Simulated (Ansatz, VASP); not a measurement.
**TaRh3 in VASP and in Ansatz**

```xyz
4
Lattice="3.8213 0.0000 0.0000 0.0000 3.8213 0.0000 0.0000 0.0000 3.8213" Properties=species:S:1:pos:R:3 pbc="T T T"
Ta    0.0000    0.0000    0.0000
Rh    0.0000    1.9106    1.9106
Rh    1.9106    0.0000    1.9106
Rh    1.9106    1.9106    0.0000
```

Alike in both runs: functional LDA; k mesh 12 × 12 × 12; occupations fermi-dirac, width 0.15 eV; no spin polarisation.

Ansatz relaxed the structure, and its values are those at the end. VASP's run is a single point on that final structure, the one shown.

```csv
,VASP,Ansatz
version,VASP 6.6.1,Ansatz 0.2.0
potentials or method,"VASP PAW LDA potentials, release 64 (Ta_sv_GW, Rh_sv_GW), cutoff 530 eV","scalar-relativistic, plane waves, PAW"
valence electrons in the cell,64,64
```

```csv
,VASP,Ansatz,Ansatz less VASP
gap on the k mesh at the Fermi level (eV),none,none,-
pressure (GPa),-1.4,0.0,+1.41
```

LDA's correlation is that of Perdew and Zunger in VASP and of Perdew and Wang (1992) in Ansatz. A gap of «none» marks a metal or a gap that the smearing closes.

Spin-orbit coupling is off throughout.
